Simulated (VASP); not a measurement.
A run of VASP 6.6.1:

INCAR

```
SYSTEM = F
PREC     = Accurate       ! precision mode
ENCUT    = 600            ! plane-wave cutoff, eV
EDIFF    = 1E-6           ! SCF threshold, eV
ISMEAR   = 0              ! smearing method
SIGMA    = 0.01           ! smearing width, eV
LREAL    = .False.        ! projectors in reciprocal space
LASPH    = .True.         ! aspherical terms in the spheres
NELM     = 120            ! most SCF steps
ALGO     = Normal         ! electronic algorithm
ISIF     = 2              ! what is computed and relaxed
LWAVE    = .False.        ! write WAVECAR
LCHARG   = .False.        ! write CHGCAR
GGA      = CA             ! functional
NBANDS   = 22             ! bands
GGA_COMPAT= .False.
```

File KPOINTS:

```
regular mesh
0
Gamma
  10 10 4
  0 0 0
```

Contents of POSCAR:

```
F
1.0
    2.4728542882     -1.6104303596      0.0000000000
    2.4728542882      1.6104303596      0.0000000000
    0.0000000000      0.0000000000      6.5449700122
F
4
Direct
    0.9054155717      0.0945844283      0.0963912690
    0.5945844283      0.4054155717      0.5963912690
    0.4054155717      0.5945844283      0.4036087310
    0.0945844283      0.9054155717      0.9036087310
```

Potentials or basis: VASP PAW LDA potentials, release 64 (F).

Launch:

```console
$ cat potpaw_LDA.64/F/POTCAR > POTCAR
$ mpirun -np 1 vasp_std > vasp.out
```

Hardware: 1 thread of Intel(R) Xeon(R) 6975P-C (Granite Rapids), with other jobs on the host.

Task: Estimate the wall time of this run.

Result: It took 28 s on 1 thread of Intel(R) Xeon(R) 6975P-C (Granite Rapids), on a shared host, peak memory 0.2 GiB. Counts: scf iterations 12, k points 93.
